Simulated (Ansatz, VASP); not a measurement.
**One calculation of Hg, two programs**

File INCAR:

```
SYSTEM = Hg
PREC = Accurate
ENCUT = 520
EDIFF = 1E-7
ISMEAR = -1
SIGMA = 0.1
LREAL = .FALSE.
LASPH = .TRUE.
NELM = 100
ALGO = Normal
ISIF = 2
LWAVE = .FALSE.
LCHARG = .FALSE.
NBANDS = 25
```

The input KPOINTS:

```
regular mesh
0
G
  9 9 14
  0 0 0
```

Contents of POSCAR:

```
Hg
1.0
    5.3663267943      0.0000000000      0.0000000000
   -2.6831633971      4.6473753289      0.0000000000
    0.0000000000      0.0000000000      3.0579311466
Hg
3
Direct
    0.0000000000      0.0000000000      0.0000000000
    0.3333333333      0.6666666667      0.5000000000
    0.6666666667      0.3333333333      0.5000000000
```

Input for Ansatz:

```yaml
crystal:
  lattice:
    - [5.3663267943, 0.0, 0.0]
    - [-2.6831633971, 4.6473753289, 0.0]
    - [0.0, 0.0, 3.0579311466]
  atoms:
    - { symbol: Hg, position: [0.0, 0.0, 0.0] }
    - { symbol: Hg, position: [0.3333333333, 0.6666666667, 0.5] }
    - { symbol: Hg, position: [0.6666666667, 0.3333333333, 0.5] }
hamiltonian:
  xc: lda
  pseudopotentials:
    kind: paw
    azcp:
      Hg: "pseudopotentials/Hg.paw.azcp"
basis:
  ecutwfc: 420
  fft_grid_basis: typed
kpoints:
  mp_grid: { grid: [9, 9, 14], shift: [0, 0, 0] }
magnetization:
  spin_polarized: false
scf:
  occupations: { method: fermi_dirac, width: 0.1 }
output:
  stress: true
```

Alike in both runs: task single point; functional LDA; k mesh 9 × 9 × 14; occupations fermi-dirac, width 0.1 eV; no spin polarisation.

```csv
,VASP,Ansatz
version,VASP 6.6.1,Ansatz 0.2.0
potentials or method,"VASP PAW LDA potentials, release 64 (Hg), cutoff 520 eV","plane waves (420 eV) with PAW, scalar-relativistic"
valence electrons in the cell,36,60
```

```csv
,VASP,Ansatz,Ansatz less VASP
pressure (GPa),-3.3,-3.6,-0.27
"traceless stress, the component that is largest in VASP (GPa)",0.29,0.22,-0.070
```

Ansatz warns that its potentials were made for another functional, while VASP's fit it. LDA's correlation is that of Perdew and Zunger in VASP and of Perdew and Wang (1992) in Ansatz. VASP's potentials hold 36 valence electrons a cell and Ansatz's 60, so a difference there can come from the potentials and not from the codes.

Neither program's run includes spin-orbit coupling.
